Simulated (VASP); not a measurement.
Runs of VASP 6.6.1 on InP. The structure is that of space group F-43m (No. 216), or close to it. The cells are those of the table. 

```csv
task,cell,cutoff (eV),gap on the mesh (eV),pressure (GPa)
single point,"a = 3.799 Å, angles 60.0°, 2 atoms",520,1.06,30.0
relaxation of cell and atoms,"relaxed to 2 GPa from a = 4.120 Å, angles 60.0°, 2 atoms",600,(b),2.0
single point,"a = 3.688 Å, angles 60.0°, 2 atoms",520,(c),(a)
single point,"a = 4.185 Å, angles 60.0°, 2 atoms",520,0.35,-3.0
relaxation of cell and atoms,"relaxed to 4 GPa from a = 4.120 Å, angles 60.0°, 2 atoms",600,0.87,4.0
```

Alike in all rows: level LDA; potentials or basis VASP PAW LDA potentials, release 64 (In_d, P); no spin polarisation; k mesh 10 × 10 × 10; smearing gaussian 0.01 eV.

**Question.** Fill in the values left out.

**Answer.** (a) 49.9; (b) 0.74; (c) 0.83.

Caveats: spin-orbit coupling is left out, which moves the levels of the heavy elements; the cell is relaxed towards a set pressure, so the enthalpy falls and the energy may rise (some runs).

A k mesh can miss the band edges, and the runs leave out spin-orbit coupling on In.
